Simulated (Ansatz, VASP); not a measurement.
**Two plane-wave programs on Mg2Ge3N**

```xyz
6
Lattice="3.3350 0.0000 0.0000 0.0000 3.3350 0.0000 0.0000 0.0000 9.0896" Properties=species:S:1:pos:R:3 pbc="T T T"
Mg    0.0000    1.6675    7.0414
Mg    1.6675    0.0000    2.0482
Ge    1.6675    1.6675    0.0000
Ge    0.0000    1.6675    3.8626
Ge    1.6675    0.0000    5.2270
N     0.0000    0.0000    0.0000
```

Change from the starting cell: species swapped into the Zr2CuSb3 type (P-4m2, No. 115).

Alike in both runs: functional PBE; k mesh 12 × 12 × 4; occupations gaussian, width 0.1 eV; no spin polarisation.

Ansatz relaxed the structure, and its values are those at the end. VASP's run is a single point on that final structure, the one shown.

|  | VASP | Ansatz |
| --- | --- | --- |
| version | VASP 6.6.1 | Ansatz 0.2.0 |
| potentials or method | VASP PAW PBE potentials, release 64 (Mg, Ge_d, N), cutoff 520 eV | scalar-relativistic, plane waves, PAW |
| valence electrons in the cell | 51 | 67 |

VASP gave:

```
gap on the k mesh at the Fermi level (eV) : none
pressure (GPa)                            : -0.1
rms of the force components (eV/Å)        : 0.005
```

Estimate Ansatz's values.

gap on the k mesh at the Fermi level (eV): none; pressure (GPa): 0.0; rms of the force components (eV/Å): 0.000.

A gap of «none» marks a metal or a gap that the smearing closes. VASP's potentials hold 51 valence electrons a cell and Ansatz's 67, so a difference there can come from the potentials and not from the codes.
